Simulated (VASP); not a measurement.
Here is a VASP 6.6.1 calculation.

INCAR

```
  ALGO = Normal
  EDIFF = 1E-6
  EDIFFG = -0.04
  ENCUT = 600
  GGA = PE
  IBRION = 2
  ISIF = 3
  ISMEAR = 0
  LASPH = T
  LCHARG = F
  LREAL = F
  LWAVE = F
  NELM = 60
  NSW = 90
  PREC = Accurate
  SIGMA = 0.1
```

The input KPOINTS:

```
k-points
0
Gamma
  4 4 4
```

File POSCAR:

```
Zr3Sb2
1.0
    4.7464155300      0.0000000000      0.0000000000
    0.0000000000      4.7464155300      0.0000000000
    0.0000000000      0.0000000000      4.7464155300
Zr Sb
3 2
Direct
    0.0000000000      0.5000000000      0.5000000000
    0.5000000000      0.0000000000      0.5000000000
    0.5000000000      0.5000000000      0.0000000000
    0.0000000000      0.0000000000      0.0000000000
    0.5000000000      0.5000000000      0.5000000000
```

Potentials or basis: VASP PAW PBE potentials, release 64 (Zr_sv, Sb).

Launch:

```bash
$ cat potpaw_PBE.64/Zr_sv/POTCAR potpaw_PBE.64/Sb/POTCAR > POTCAR
$ mpirun -np 1 vasp_std > vasp.out
```

Problem. Estimate the band gap on the k mesh.

Solution. Zero (bands 23 and 24 overlap by 0.47 eV).

Problem. Estimate the relaxed volume.

Solution. 29.49 Å³/atom.

Final structure:
```
Zr Sb
1.0
     5.28295    0.00000    0.00000
     0.00000    5.28295    0.00000
     0.00000    0.00000    5.28295
Zr Sb
3 2
Direct
  0.00000 0.50000 0.50000
  0.50000 0.00000 0.50000
  0.50000 0.50000 0.00000
  0.00000 0.00000 0.00000
  0.50000 0.50000 0.50000
```

Caveat: the volume moved by over 15 % at a fixed basis, so the end points are rough; spin-orbit coupling is left out, which moves the levels of the heavy elements.
